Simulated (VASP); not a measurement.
# Ta2NbO2 (P-6m2) in VASP: notebook

The runs below take Ta2NbO2 through single point, relaxation of cell and atoms, with PBE.

Everything below comes from runs of VASP 6.6.1. Logs are shortened: lines on timing, memory, paths and dates and some standing lists are left out, and cuts for length are marked.

### Step 1. The cell of the first run

It takes space group P-6m2 (No. 187, hexagonal). Conventional cell: a = 4.402 Å, b = 4.402 Å, c = 4.741 Å, α = 90.00°, β = 90.00°, γ = 120.00°. Ta (site symmetry -6m2) has 2 Ta at 2.37 Å and 6 O at 2.62 Å within 3.1 Å. Ta (site symmetry -6m2) has 2 Ta at 2.37 Å and 3 Nb at 2.54 Å and 6 O at 3.08 Å within 3.1 Å. Nb (site symmetry -6m2) has 2 O at 1.73 Å within 2.3 Å. Within 1.7 Å of O (site symmetry 3m) lie 1 O at 1.27 Å.

### Step 2. Single point, PBE

File INCAR:

```
SYSTEM = Ta2NbO2
  ALGO = Normal
  EDIFF = 1E-7
  ENCUT = 520
  GGA = PE
  ISIF = 2
  ISMEAR = 0
  LASPH = .TRUE.
  LCHARG = .FALSE.
  LREAL = .FALSE.
  LWAVE = .FALSE.
  NBANDS = 32
  NELM = 60
  PREC = Accurate
  SIGMA = 0.1
```

File KPOINTS:

```
k-points
0
G
  6 6 4
  0 0 0
```

File POSCAR:

```
Ta2NbO2
1.0
    4.4021493500      0.0000000000      0.0000000000
   -2.2010746700      3.8123731700      0.0000000000
    0.0000000000      0.0000000000      4.7414765200
Ta Nb O
2 1 2
Direct
    0.0000000000      0.0000000000      0.5000000000
    0.0000000000      0.0000000000      0.0000000000
    0.3333333300      0.6666666700      0.0000000000
    0.3333333300      0.6666666700      0.3657937400
    0.3333333300      0.6666666700      0.6342062600
```

Potentials or basis: VASP PAW PBE potentials, release 64 (Ta_pv, Nb_sv, O).

Run with:

```bash
> cat potpaw_PBE.64/Ta_pv/POTCAR potpaw_PBE.64/Nb_sv/POTCAR potpaw_PBE.64/O/POTCAR > POTCAR
> mpirun -np 1 vasp_std > vasp.out
```

OUTCAR:

```text
SYSTEM = Ta2NbO2
   EDIFF = 1E-7
   ENCUT = 520
   GGA = PE
   ISIF = 2
   ISMEAR = 0
   LASPH = .TRUE.
   LREAL = .FALSE.
   NELM = 60
   PREC = Accurate

 ion  position               nearest neighbor table
   1  0.000  0.000  0.500-   2 2.37   2 2.37   5 2.62   4 2.62   4 2.62   5 2.62   4 2.62   5 2.62

   2  0.000  0.000  0.000-   1 2.37   1 2.37   3 2.54   3 2.54   3 2.54
   3  0.333  0.667  0.000-   4 1.73   5 1.73   2 2.54   2 2.54   2 2.54
   4  0.333  0.667  0.366-   5 1.27   3 1.73   1 2.62   1 2.62   1 2.62
   5  0.333  0.667  0.634-   4 1.27   3 1.73   1 2.62   1 2.62   1 2.62

  LATTYP: Found a hexagonal cell.
 ALAT       =     4.4021493500
 C/A-ratio  =     1.0770821576

  Lattice vectors:

 A1 = (   4.4021493500,   0.0000000000,   0.0000000000)
 A2 = (  -2.2010746700,   3.8123731700,   0.0000000000)
 A3 = (   0.0000000000,   0.0000000000,   4.7414765200)

Analysis of symmetry for initial positions (statically):
=====================================================================
 Subroutine PRICEL returns:
 Original cell was already a primitive cell.

 Routine SETGRP: Setting up the symmetry group for a
 hexagonal supercell.

 Subroutine GETGRP returns: Found 12 space group operations
 (whereof 12 operations were pure point group operations)
 out of a pool of 24 trial point group operations.

The static configuration has the point symmetry D_3h.

Analysis of symmetry for dynamics (positions and initial velocities):
=====================================================================
 Subroutine PRICEL returns:
 Original cell was already a primitive cell.

 Routine SETGRP: Setting up the symmetry group for a
 hexagonal supercell.

 Subroutine GETGRP returns: Found 12 space group operations
 (whereof 12 operations were pure point group operations)
 out of a pool of 24 trial point group operations.

The dynamic configuration has the point symmetry D_3h.

 Subroutine INISYM returns: Found 12 space group operations
 (whereof 12 operations are pure point group operations),
 and found     1 'primitive' translations

----------------------------------------------------------------------------------------

                                     Primitive cell

[... 89 lines left out ...]
   LASPH  =      T    aspherical Exc in radial PAW
   ENCUT  =  520.0 eV  38.22 Ry    6.18 a.u.   8.19  8.19  8.82*2*pi/ulx,y,z
   NELM   =     60;   NELMIN=  2; NELMDL= -5     # of ELM steps
   EDIFF  = 0.1E-06   stopping-criterion for ELM
   LREAL  =      F    real-space projection
   EDIFFG = 0.1E-05   stopping-criterion for IOM
   NSW    =      0    number of steps for IOM
   IBRION =     -1    ionic relax: 0-MD 1-quasi-New 2-CG
   NFREE  =      0    steps in history (QN), initial steepest desc. (CG)
   ISIF   =      2    stress and relaxation
   ISYM   =      2    0-nonsym 1-usesym 2-fastsym
   POTIM  = 0.5000    time-step for ionic-motion
   TEBEG  =    0.0;   TEEND  =   0.0 temperature during run
   PSTRESS=    0.0 pullay stress
   NELECT =      47.0000    total number of electrons
   NUPDOWN=      -1.0000    fix difference up-down
   EMIN   =  10.00;   EMAX   =-10.00  energy-range for DOS
   EFERMI =   0.00;   METHOD = LEGACY
   ISMEAR =     0;   SIGMA  =   0.10  broadening in eV -4-tet -1-fermi 0-gaus
   EFERMI_NEDOS =   21; number of points for ismear=-14 and -15
   IALGO  =     38    algorithm
   IMIX   =      4    mixing-type and parameters
     AMIX     =   0.40;   BMIX     =  1.00
     AMIX_MAG =   1.60;   BMIX_MAG =  1.00
  volume/ion in A,a.u.               =      15.91       107.40
  Fermi-wavevector in a.u.,A,eV,Ry     =   1.373566  2.595663 25.669887  1.886683
  Thomas-Fermi vector in A             =   2.499071
   LORBIT       =      0    0 simple, 1 ext, 2 COOP (PROOUT), +10 PAW based schemes
   GGA     = PE    functional components
   LHFCALC =     F    Hartree Fock is set to
   AEXX    =    0.0000 exact exchange contribution
   IVDW    =     0    specifies the selected vdW correction
   LEPSILON=     F    determine dielectric tensor
   LRPA    =     F    only Hartree local field effects (RPA)
 non-spin polarized calculation
 Gauss-broadening in eV      SIGMA  =   0.10
  energy-cutoff  :      520.00
  volume of cell :       79.57
 maximum number of plane-waves:      2162
 NGX is ok and might be reduce to    36
   NGX = 17   NGY = 17   NGZ = 17

 number of electron      46.9999997 magnetization

 Free energy of the ion-electron system (eV)
  ---------------------------------------------------
  ext. energy  EPLUGINS =         0.00000000
  ---------------------------------------------------
  free energy    TOTEN  =       -34.28591286 eV

  energy without entropy =      -34.26533989  energy(sigma->0) =      -34.27562637

 E-fermi :   6.3378     XC(G=0): -11.2117

 val. band max:        6.3290288045   @ k =   0.3333   0.1667   0.0000
 cond. band min:       6.3507115389   @ k =   0.3333   0.1667   0.5000
 fundamental gap:      0.0216827344
 Fermi energy:         6.3377915097

 k-point     1 :       0.0000    0.0000    0.0000
  band No.  band energies     occupation
      1     -48.7903      2.00000
      2     -30.0056      2.00000
      3     -29.1532      2.00000
      4     -29.1532      2.00000
      5     -27.3247      2.00000
      6     -27.3247      2.00000
[... 724 lines left out ...]
     31       8.8140      0.00000
     32       9.3975      0.00000

------------------------ aborting loop because EDIFF is reached ----------------------------------------

  FORCE on cell =-STRESS in cart. coord.  units (eV):
  Direction    XX          YY          ZZ          XY          YZ          ZX
  --------------------------------------------------------------------------------------
  -------------------------------------------------------------------------------------
  Total       10.7261371     10.7261371     43.9086565      0.0000000      0.0000000      0.0000000
  in kB      215.9633935    215.9633937    884.0706031      0.0000003      0.0000000      0.0000000
  external PRESSURE =     438.6657968 kB  Pullay stress =       0.0000000 kB

 VOLUME and BASIS-vectors are now :
 -----------------------------------------------------------------------------
  energy-cutoff  :      520.00
  volume of cell :       79.57
      direct lattice vectors                 reciprocal lattice vectors
     4.402149350  0.000000000  0.000000000     0.227161761  0.131151904  0.000000000
    -2.201074670  3.812373170  0.000000000     0.000000000  0.262303808  0.000000000
     0.000000000  0.000000000  4.741476520     0.000000000  0.000000000  0.210904767

 POSITION                                       TOTAL-FORCE (eV/Angst)
 -----------------------------------------------------------------------------------
      0.00000      0.00000      2.37074        -0.000000      0.000000      0.000000
      0.00000      0.00000      0.00000        -0.000000      0.000000      0.000000
     -0.00000      2.54158      0.00000        -0.000000     -0.000000      0.000000
     -0.00000      2.54158      1.73440         0.000000     -0.000000      2.021893
     -0.00000      2.54158      3.00707         0.000000     -0.000000     -2.021893
 -----------------------------------------------------------------------------------
    total drift:                                0.000117     -0.000067      0.000000

  FREE ENERGIE OF THE ION-ELECTRON SYSTEM (eV)
  ---------------------------------------------------
  free  energy   TOTEN  =       -34.2859128607 eV

  energy  without entropy=      -34.2653398861  energy(sigma->0) =      -34.27562637
```

OSZICAR:

```text
N       E                     dE             d eps       ncg     rms          rms(c)
DAV:   1     0.525490656910E+03    0.52549E+03   -0.25548E+04  1344   0.148E+03
DAV:   2     0.188841192530E+01   -0.52360E+03   -0.49649E+03  1616   0.507E+02
DAV:   3    -0.363462897452E+02   -0.38235E+02   -0.36878E+02  2168   0.119E+02
DAV:   4    -0.384902477230E+02   -0.21440E+01   -0.21309E+01  2120   0.240E+01
DAV:   5    -0.385583247772E+02   -0.68077E-01   -0.67920E-01  1888   0.352E+00    0.254E+01
DAV:   6    -0.355377553591E+02    0.30206E+01   -0.18341E+01  1720   0.298E+01    0.157E+01
DAV:   7    -0.348341119814E+02    0.70364E+00   -0.83646E+00  1864   0.164E+01    0.103E+01
DAV:   8    -0.343332065472E+02    0.50091E+00   -0.16714E+00  1992   0.101E+01    0.397E+00
DAV:   9    -0.342897047904E+02    0.43502E-01   -0.26008E-01  2000   0.420E+00    0.957E-01
DAV:  10    -0.342859760001E+02    0.37288E-02   -0.32382E-02  1960   0.109E+00    0.515E-01
DAV:  11    -0.342859592613E+02    0.16739E-04   -0.42170E-03  1944   0.516E-01    0.123E-01
DAV:  12    -0.342859256506E+02    0.33611E-04   -0.70042E-04  2008   0.167E-01    0.519E-02
DAV:  13    -0.342859118624E+02    0.13788E-04   -0.99549E-05  1992   0.800E-02    0.160E-02
DAV:  14    -0.342859131460E+02   -0.12836E-05   -0.60005E-06  1848   0.181E-02    0.785E-03
DAV:  15    -0.342859129886E+02    0.15744E-06   -0.19218E-06  1888   0.899E-03    0.245E-03
DAV:  16    -0.342859127335E+02    0.25510E-06   -0.24696E-07  1336   0.467E-03    0.751E-04
DAV:  17    -0.342859128365E+02   -0.10305E-06   -0.55076E-08  1128   0.173E-03    0.378E-04
DAV:  18    -0.342859128607E+02   -0.24225E-07   -0.15119E-08  1128   0.114E-03
   1 F= -.34285913E+02 E0= -.34275626E+02  d E =-.205730E-01
```

It took 30 s on 1 thread of Intel Xeon 6975P-C (Granite Rapids), shared host; peak memory 0.23 GiB.

Results:

```yaml
Free_energy: -34.2859 eV
Pressure: 43.9 GPa
Largest_force: 2.022 eV/Å
```

Forces in eV/Å, atoms in the order of the input:
```
Ta   0.000  0.000  0.000
Ta   0.000  0.000  0.000
Nb   0.000  0.000  0.000
O    0.000  0.000  2.022
O    0.000  0.000 -2.022
```

Levels at points of the mesh, in eV from the Fermi level:
```csv
k point,band 20,band 21,band 22,band 23,band 24,band 25,band 26,band 27
"(0.00, 0.00, 0.00)",-2.08,-2.08,-0.51,-0.51,0.06,0.59,0.59,2.06
"(0.50, 0.00, 0.00)",-2.62,-1.88,-1.62,-1.52,-0.38,0.84,1.03,2.22
"(0.00, 0.00, 0.50)",-1.01,-1.01,-0.63,-0.63,1.06,1.15,1.15,1.20
"(0.50, 0.00, 0.50)",-1.37,-1.18,-0.83,-0.37,-0.14,0.25,0.42,0.82
```

Caveat: spin-orbit coupling is left out, which moves the levels of the heavy elements; an odd number of electrons without spin polarisation forces a metal; a magnetic or distorted state may lie lower.

### Step 3. Single point, PBE

This run uses another cell than the first one, of 19.09 Å³/atom, 1.199 times its volume.

File INCAR:

```
ALGO = Normal ; EDIFF = 1E-7
ENCUT = 520 ; GGA = PE
ISIF = 2 ; ISMEAR = 0
LASPH = True ; LCHARG = False
LREAL = False ; LWAVE = False
NBANDS = 32 ; NELM = 100
PREC = Accurate ; SIGMA = 0.1
```

File KPOINTS:

```
k-points
0
Gamma
  6 6 4
```

File POSCAR:

```
Ta2NbO2
1.0
    4.2541853294     -0.0000000028      0.0000000000
   -2.1270926623      3.6842325690      0.0000000000
    0.0000000000      0.0000000000      6.0886515729
Ta Nb O
2 1 2
Direct
    0.0000000000      0.0000000000      0.5000000000
    0.0000000000      0.0000000000      0.0000000000
    0.3333333333      0.6666666667      0.0000000000
    0.3333333333      0.6666666667      0.3210272688
    0.3333333333      0.6666666667      0.6789727312
```

Potentials or basis: VASP PAW PBE potentials, release 64 (Ta_pv, Nb_sv, O).

Run with:

```bash
> cat potpaw_PBE.64/Ta_pv/POTCAR potpaw_PBE.64/Nb_sv/POTCAR potpaw_PBE.64/O/POTCAR > POTCAR
> mpirun -np 1 vasp_std > vasp.out
```

OUTCAR:

```text
EDIFF = 1E-7
   ENCUT = 520
   GGA = PE
   ISIF = 2
   ISMEAR = 0
   LASPH = True
   LREAL = False
   NELM = 100
   PREC = Accurate

 ion  position               nearest neighbor table
   1  0.000  0.000  0.500-   4 2.69   5 2.69   4 2.69   5 2.69   4 2.69   5 2.69   2 3.04   2 3.04

   2  0.000  0.000  0.000-   3 2.46   3 2.46   3 2.46   1 3.04   1 3.04
   3  0.333  0.667  0.000-   4 1.95   5 1.95   2 2.46   2 2.46   2 2.46
   4  0.333  0.667  0.321-   3 1.95   1 2.69   1 2.69   1 2.69
   5  0.333  0.667  0.679-   3 1.95   1 2.69   1 2.69   1 2.69

  LATTYP: Found a hexagonal cell.
 ALAT       =     4.2541853294
 C/A-ratio  =     1.4312144633

  Lattice vectors:

 A1 = (   4.2541853294,  -0.0000000028,   0.0000000000)
 A2 = (  -2.1270926623,   3.6842325690,   0.0000000000)
 A3 = (   0.0000000000,   0.0000000000,   6.0886515729)

Analysis of symmetry for initial positions (statically):
=====================================================================
 Subroutine PRICEL returns:
[... 173 lines left out ...]

 E-fermi :   4.2547     XC(G=0): -10.4196

 val. band max:        4.2355034389   @ k =   0.0000   0.0000   0.0000
 cond. band min:       4.2633098182   @ k =   0.0000   0.0000   0.5000
 fundamental gap:      0.0278063793
 Fermi energy:         4.2546757975

 k-point     1 :       0.0000    0.0000    0.0000
  band No.  band energies     occupation
      1     -49.9705      2.00000
      2     -32.0001      2.00000
      3     -32.0001      2.00000
      4     -31.6444      2.00000
      5     -29.8627      2.00000
      6     -29.8627      2.00000
[... 724 lines left out ...]
     31       7.4669      0.00000
     32       8.0810      0.00000

------------------------ aborting loop because EDIFF is reached ----------------------------------------

  FORCE on cell =-STRESS in cart. coord.  units (eV):
  Direction    XX          YY          ZZ          XY          YZ          ZX
  --------------------------------------------------------------------------------------
  -------------------------------------------------------------------------------------
  Total       -0.0107186     -0.0107186      0.0142517      0.0000000      0.0000000      0.0000000
  in kB       -0.1799555     -0.1799555      0.2392716      0.0000000      0.0000000      0.0000000
  external PRESSURE =      -0.0402131 kB  Pullay stress =       0.0000000 kB

 VOLUME and BASIS-vectors are now :
 -----------------------------------------------------------------------------
  energy-cutoff  :      520.00
  volume of cell :       95.43
      direct lattice vectors                 reciprocal lattice vectors
     4.254185329 -0.000000003  0.000000000     0.235062632  0.135713474  0.000000000
    -2.127092662  3.684232569  0.000000000     0.000000000  0.271426948  0.000000000
     0.000000000  0.000000000  6.088651573     0.000000000  0.000000000  0.164239978

 POSITION                                       TOTAL-FORCE (eV/Angst)
 -----------------------------------------------------------------------------------
      0.00000      0.00000      3.04433         0.000000      0.000000      0.000000
      0.00000      0.00000      0.00000         0.000000      0.000000      0.000000
      0.00000      2.45616      0.00000        -0.000000      0.000000      0.000000
      0.00000      2.45616      1.95462         0.000000     -0.000000     -0.022981
      0.00000      2.45616      4.13403         0.000000     -0.000000      0.022981
 -----------------------------------------------------------------------------------
    total drift:                                0.000001     -0.000000     -0.000000

  FREE ENERGIE OF THE ION-ELECTRON SYSTEM (eV)
  ---------------------------------------------------
  free  energy   TOTEN  =       -39.3096909151 eV

  energy  without entropy=      -39.2728159551  energy(sigma->0) =      -39.29125344
```

stdout:

```text
POSCAR found type information on POSCAR TaNbO
 POSCAR found :  3 types and       5 ions
 scaLAPACK will be used
 LDA part: xc-table for (Slater+PW92), standard interpolation
 POSCAR, INCAR and KPOINTS ok, starting setup
 FFT: planning ... GRIDC
 FFT: planning ... GRID_SOFT
 FFT: planning ... GRID
 WAVECAR not read
 entering main loop
```

Wall time 34 s (1 thread of Intel Xeon 6975P-C (Granite Rapids), shared host); peak memory 0.24 GiB.

What came out:

```yaml
Free_energy: -39.3097 eV
Pressure: 0.0 GPa
Largest_force: 0.023 eV/Å
```

Forces in eV/Å, atoms in the order of the input:
```
Ta   0.000  0.000  0.000
Ta   0.000  0.000  0.000
Nb   0.000  0.000  0.000
O    0.000  0.000 -0.023
O    0.000  0.000  0.023
```

Caveat: spin-orbit coupling is left out, which moves the levels of the heavy elements; an odd number of electrons without spin polarisation forces a metal; a magnetic or distorted state may lie lower.

[end of part 1 of 2]
